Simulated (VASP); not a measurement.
BN, 2 atoms in the cell. The structure is monoclinic, space group Cm (No. 8). Conventional cell: a = 4.441 Å, b = 2.564 Å, c = 2.564 Å, α = 90.00°, β = 125.26°, γ = 90.00°. Within 1.6 Å of B (site symmetry m) lie 1 N at 1.20 Å. N (site symmetry m) has 1 B at 1.20 Å within 1.6 Å.  This cell differs from its parent crystal: all N atoms moved -0.500 Å, as atom 2 along Cartesian [1 1 0].

* Program: VASP 6.6.1
* Task: single point
* Functional: PBE
* Potentials or basis: VASP PAW PBE potentials, release 64 (B, N)
* Cutoff: 520 eV
* k mesh: 12 × 12 × 12
* Occupations: gaussian, width 0.05 eV
* Spin: no spin polarisation
* Dipole correction: no
* Further INCAR settings: ALGO = Normal; EDIFF = 1e-06; NBANDS = 11

Potentials or basis: VASP PAW PBE potentials, release 64 (B, N).

Command:

```sh
$ cat potpaw_PBE.64/B/POTCAR potpaw_PBE.64/N/POTCAR > POTCAR
$ mpirun -np 1 vasp_std > vasp.out
```

Hardware: 1 thread of AMD EPYC 9R45 (Zen 5) (shared host).

Question: Estimate the wall time of this run.

Answer: Run time: 50 s on 1 thread of AMD EPYC 9R45 (Zen 5), with other jobs on the host, peak memory 0.13 GiB. Counts: scf iterations 12, k points 476.
